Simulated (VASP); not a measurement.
# PbO (P4/nmm) in VASP: dielectric tensor with r2SCAN

Aim: the dielectric tensor of PbO with r2SCAN.

Program: VASP 6.6.1. These are calculated values, not measurements. Logs are shortened: lines on timing, memory, paths and dates and some standing lists are left out, and cuts for length are marked.

### Step 1. The cell of the first run

The structure is tetragonal, space group P4/nmm (No. 129). The conventional cell has a = 3.980 Å, b = 3.980 Å, c = 5.001 Å, α = 90.00°, β = 90.00°, γ = 90.00°. Pb (site symmetry 4mm) has 4 O at 2.32 Å within 3.1 Å. O (site symmetry -4m2) has 4 Pb at 2.32 Å and 4 O at 2.81 Å within 3.1 Å.

### Step 2. Dielectric tensor, r2SCAN

Contents of INCAR:

```
ALGO = Normal
EDIFF = 1E-8
ENCUT = 520
ISIF = 2
ISMEAR = 0
LASPH = T
LCALCEPS = T
LCHARG = F
LMIXTAU = T
LREAL = F
LWAVE = F
METAGGA = R2SCAN
NELM = 80
PREC = Accurate
SIGMA = 0.01
```

Contents of KPOINTS:

```
k-points
0
Gamma
  6 6 4
```

Contents of POSCAR:

```
PbO
1.0
    3.9804038208      0.0000000000      0.0000000000
    0.0000000000      3.9804038208      0.0000000000
    0.0000000000      0.0000000000      5.0009105968
Pb O
2 2
Direct
    0.0000000000      0.5000000000      0.2366326960
    0.5000000000      0.0000000000      0.7633673040
    0.0000000000      0.0000000000      0.0000000000
    0.5000000000      0.5000000000      0.0000000000
```

Potentials or basis: VASP PAW PBE potentials, release 64 (Pb_d, O).

The run is started by

```sh
$ cat potpaw_PBE.64/Pb_d/POTCAR potpaw_PBE.64/O/POTCAR > POTCAR
$ mpirun -np 1 vasp_std > vasp.out
```

OUTCAR:

```text
EDIFF = 1E-8
   ENCUT = 520
   ISIF = 2
   ISMEAR = 0
   LASPH = T
   LREAL = F
   METAGGA = R2SCAN
   NELM = 80
   PREC = Accurate

 ion  position               nearest neighbor table
   1  0.000  0.500  0.237-   3 2.32   4 2.32   3 2.32   4 2.32   2 3.68   2 3.68   2 3.68   2 3.68
                             2 3.85   2 3.85   2 3.85   2 3.85
   2  0.500  0.000  0.763-   3 2.32   4 2.32   4 2.32   3 2.32   1 3.68   1 3.68   1 3.68   1 3.68
                             1 3.85   1 3.85   1 3.85   1 3.85
   3  0.000  0.000  0.000-   1 2.32   2 2.32   1 2.32   2 2.32
   4  0.500  0.500  0.000-   1 2.32   2 2.32   2 2.32   1 2.32

  LATTYP: Found a simple tetragonal cell.
 ALAT       =     3.9804038208
 C/A-ratio  =     1.2563827245

  Lattice vectors:

 A1 = (   3.9804038208,   0.0000000000,   0.0000000000)
 A2 = (   0.0000000000,   3.9804038208,   0.0000000000)
 A3 = (   0.0000000000,   0.0000000000,   5.0009105968)

Analysis of symmetry for initial positions (statically):
=====================================================================
 Subroutine PRICEL returns:
 Original cell was already a primitive cell.

 Routine SETGRP: Setting up the symmetry group for a
 simple tetragonal supercell.

 Subroutine GETGRP returns: Found 16 space group operations
 (whereof  8 operations were pure point group operations)
 out of a pool of 16 trial point group operations.

The static configuration has the point symmetry D_2d.
 The point group associated with its full space group is D_4h.

Analysis of symmetry for dynamics (positions and initial velocities):
=====================================================================
 Subroutine PRICEL returns:
 Original cell was already a primitive cell.

 Routine SETGRP: Setting up the symmetry group for a
 simple tetragonal supercell.

 Subroutine GETGRP returns: Found 16 space group operations
 (whereof  8 operations were pure point group operations)
 out of a pool of 16 trial point group operations.

The dynamic configuration has the point symmetry D_2d.
 The point group associated with its full space group is D_4h.

 Subroutine INISYM returns: Found 16 space group operations
 (whereof  8 operations are pure point group operations),
 and found     1 'primitive' translations

----------------------------------------------------------------------------------------

                                     Primitive cell

  volume of cell :      79.2325

  direct lattice vectors                    reciprocal lattice vectors
     3.980403821  0.000000000  0.000000000     0.251230791  0.000000000  0.000000000
     0.000000000  3.980403821  0.000000000     0.000000000  0.251230791  0.000000000
     0.000000000  0.000000000  5.000910597     0.000000000  0.000000000  0.199963583

  length of vectors
     3.980403821  3.980403821  5.000910597     0.251230791  0.251230791  0.199963583

  position of ions in fractional coordinates (direct lattice)
     0.000000000  0.500000000  0.236632696
     0.500000000  0.000000000  0.763367304
     0.000000000  0.000000000  0.000000000
     0.500000000  0.500000000  0.000000000

  ion indices of the primitive-cell ions
   primitive index   ion index
                 1           1
                 2           2
                 3           3
                 4           4

----------------------------------------------------------------------------------------

 KPOINTS: k-points

Automatic generation of k-mesh.
 Grid dimensions read from file:
 generate k-points for:    6    6    4

 Generating k-lattice:

  Cartesian coordinates                     Fractional coordinates (reciprocal lattice)
     0.041871798  0.000000000  0.000000000     0.166666667  0.000000000  0.000000000
     0.000000000  0.041871798  0.000000000     0.000000000  0.166666667  0.000000000
     0.000000000  0.000000000  0.049990896     0.000000000  0.000000000  0.250000000

[... 46 lines left out ...]
 SYSTEM =  unknown system
   PREC   = accura    normal or accurate (medium, high low for compatibility)
   ISTART =      0    job   : 0-new  1-cont  2-samecut
   ICHARG =      2    charge: 1-file 2-atom 10-const
   ISPIN  =      1    spin polarized calculation?
   LNONCOLLINEAR =      F non collinear calculations
   LSORBIT =      F    spin-orbit coupling
   LASPH  =      T    aspherical Exc in radial PAW
   ENCUT  =  520.0 eV  38.22 Ry    6.18 a.u.   7.40  7.40  9.30*2*pi/ulx,y,z
   NELM   =     80;   NELMIN=  2; NELMDL= -5     # of ELM steps
   EDIFF  = 0.1E-07   stopping-criterion for ELM
   LREAL  =      F    real-space projection
   EDIFFG = 0.1E-06   stopping-criterion for IOM
   NSW    =      0    number of steps for IOM
   IBRION =     -1    ionic relax: 0-MD 1-quasi-New 2-CG
   NFREE  =      0    steps in history (QN), initial steepest desc. (CG)
   ISIF   =      2    stress and relaxation
   ISYM   =      2    0-nonsym 1-usesym 2-fastsym
   POTIM  = 0.5000    time-step for ionic-motion
   TEBEG  =    0.0;   TEEND  =   0.0 temperature during run
   PSTRESS=    0.0 pullay stress
   NELECT =      40.0000    total number of electrons
   NUPDOWN=      -1.0000    fix difference up-down
   EMIN   =  10.00;   EMAX   =-10.00  energy-range for DOS
   EFERMI =   0.00;   METHOD = LEGACY
   ISMEAR =     0;   SIGMA  =   0.01  broadening in eV -4-tet -1-fermi 0-gaus
   EFERMI_NEDOS =   21; number of points for ismear=-14 and -15
   IALGO  =     38    algorithm
   IMIX   =      4    mixing-type and parameters
     AMIX     =   0.40;   BMIX     =  1.00
     AMIX_MAG =   1.60;   BMIX_MAG =  1.00
  volume/ion in A,a.u.               =      19.81       133.67
  Fermi-wavevector in a.u.,A,eV,Ry     =   1.303548  2.463349 23.119530  1.699237
  Thomas-Fermi vector in A             =   2.434543
   LORBIT       =      0    0 simple, 1 ext, 2 COOP (PROOUT), +10 PAW based schemes
   METAGGA = R2SCAN    functional components
   LHFCALC =     F    Hartree Fock is set to
   AEXX    =    0.0000 exact exchange contribution
   IVDW    =     0    specifies the selected vdW correction
   LEPSILON=     F    determine dielectric tensor
   LRPA    =     F    only Hartree local field effects (RPA)
   LRPA       =     F
 non-spin polarized calculation
 Gauss-broadening in eV      SIGMA  =   0.01
  energy-cutoff  :      520.00
  volume of cell :       79.23
 maximum number of plane-waves:      2170
 NGX is ok and might be reduce to    30
   NGX = 15   NGY = 15   NGZ = 19

 Total electronic dipole moment: p[elc]=(     0.00000    -0.00000    -0.00000 ) |e| Angst

 number of electron      39.9999997 magnetization

 Free energy of the ion-electron system (eV)
  ---------------------------------------------------
  ext. energy  EPLUGINS =         0.00000000
  ---------------------------------------------------
  free energy    TOTEN  =      -129.50035843 eV

  energy without entropy =     -129.50035843  energy(sigma->0) =     -129.50035843

 E-fermi :   5.0028     XC(G=0): -10.4722

 val. band max:        4.9395175620   @ k =   0.0000   0.0000   0.0000
 cond. band min:   10000.0000000000   @ k =   0.0000   0.0000   0.0000
 fundamental gap:   9995.0604824380
 Fermi energy:         5.0027967294

 k-point     1 :       0.0000    0.0000    0.0000
  band No.  band energies     occupation
      1     -14.5310      2.00000
      2     -13.9034      2.00000
      3     -11.6133      2.00000
      4     -11.6133      2.00000
      5     -11.5427      2.00000
      6     -11.5360      2.00000
[... 637 lines left out ...]
     23   10000.0000      0.00000
     24   10000.0000      0.00000

 [... further k-points ...]

------------------------ aborting loop because EDIFF is reached ----------------------------------------

            Ionic dipole moment: p[ion]=(   -39.80404   -39.80404     0.00000 ) |e| Angst

 Total electronic dipole moment: p[elc]=(    -0.00000     0.00000     0.02049 ) |e| Angst

 MACROSCOPIC STATIC DIELECTRIC TENSOR (including local field effects)
 ------------------------------------------------------
           6.225073    -0.000000     0.000000
           0.000000     6.225073    -0.000000
           0.000000     0.000000     5.678905
 ------------------------------------------------------

 PIEZOELECTRIC TENSOR (including local field effects) (e Angst)
          XX          YY          ZZ          XY          YZ          ZX
  --------------------------------------------------------------------------------
  x     0.00000     0.00000    -0.00000     0.00000     0.00000     0.00000
  y     0.00000     0.00000     0.00000     0.00000     0.00000     0.00000
  z     0.00000     0.00000     0.00000     0.00000     0.00000     0.00000

 PIEZOELECTRIC TENSOR (including local field effects) (C/m^2)
          XX          YY          ZZ          XY          YZ          ZX
  --------------------------------------------------------------------------------
  x     0.00000     0.00000    -0.00000     0.00000     0.00000     0.00000
  y     0.00000     0.00000     0.00000     0.00000     0.00000     0.00000
  z     0.00000     0.00000     0.00000     0.00000     0.00000     0.00000

 BORN EFFECTIVE CHARGES (including local field effects) (in |e|, cummulative output)
 ---------------------------------------------------------------------------------
 ion    1
    1     3.19272     0.00000     0.00000
    2     0.00000     3.19272     0.00000
    3     0.00000     0.00000     2.34177
 ion    2
    1     3.19272     0.00000     0.00000
    2     0.00000     3.19272     0.00000
    3     0.00000     0.00000     2.34177
 ion    3
    1    -3.19272     0.00000     0.00000
    2     0.00000    -3.19272     0.00000
    3     0.00000     0.00000    -2.34177
 ion    4
    1    -3.19272     0.00000    -0.00000
    2     0.00000    -3.19272     0.00000
    3     0.00000     0.00000    -2.34177

  FORCE on cell =-STRESS in cart. coord.  units (eV):
  Direction    XX          YY          ZZ          XY          YZ          ZX
  --------------------------------------------------------------------------------------
  -------------------------------------------------------------------------------------
  Total        0.8665632      0.8665632      0.7979967      0.0000000      0.0000000      0.0000000
  in kB       17.5229596     17.5229596     16.1364612      0.0000000      0.0000000      0.0000000
  external PRESSURE =      17.0607934 kB  Pullay stress =       0.0000000 kB

 VOLUME and BASIS-vectors are now :
 -----------------------------------------------------------------------------
  energy-cutoff  :      520.00
  volume of cell :       79.23
      direct lattice vectors                 reciprocal lattice vectors
     3.980403821  0.000000000  0.000000000     0.251230791  0.000000000  0.000000000
     0.000000000  3.980403821  0.000000000     0.000000000  0.251230791  0.000000000
     0.000000000  0.000000000  5.000910597     0.000000000  0.000000000  0.199963583

 POSITION                                       TOTAL-FORCE (eV/Angst)
 -----------------------------------------------------------------------------------
      0.00000      1.99020      1.18338        -0.000000     -0.000000      0.095454
      1.99020      0.00000      3.81753        -0.000000      0.000000     -0.095454
      0.00000      0.00000      0.00000        -0.000000      0.000000     -0.000000
      1.99020      1.99020      0.00000         0.000000     -0.000000     -0.000000
 -----------------------------------------------------------------------------------
    total drift:                                0.000000      0.000000     -0.000000

  FREE ENERGIE OF THE ION-ELECTRON SYSTEM (eV)
  ---------------------------------------------------
  free  energy   TOTEN  =      -129.5003584251 eV

  energy  without entropy=     -129.5003584251  energy(sigma->0) =     -129.50035843
```

Wall time 1.5 h (1 thread of Intel Xeon 8259CL, shared host); peak memory 0.49 GiB.

What came out:

| Quantity | Value |
| --- | --- |
| Band gap on the k mesh | 1.54 eV (least direct gap 2.69 eV) |
| Electronic dielectric tensor (diagonal) | 6.23, 6.23, 5.68 |
| Born charges (mean of the diagonal) | Pb +2.91; O -2.91 e |

Electronic dielectric tensor:
```
6.23 0.00 0.00
0.00 6.23 0.00
0.00 0.00 5.68
```

Born effective charge tensors (e):
atom 1, Pb
```
3.19 0.00 0.00
0.00 3.19 0.00
0.00 0.00 2.34
```
atom 2, Pb
```
3.19 0.00 0.00
0.00 3.19 0.00
0.00 0.00 2.34
```
atom 3, O
```
-3.19  0.00  0.00
 0.00 -3.19  0.00
 0.00  0.00 -2.34
```
atom 4, O
```
-3.19  0.00  0.00
 0.00 -3.19  0.00
 0.00  0.00 -2.34
```

Dipole moments of the cell (e·Å, modulo the quantum): ionic -39.804, -39.804, 0.000; electronic 0.000, 0.000, 0.020

Caveat: the PAW data sets were made with another functional, which shifts forces and pressure a little; spin-orbit coupling is left out, which moves the levels of the heavy elements.
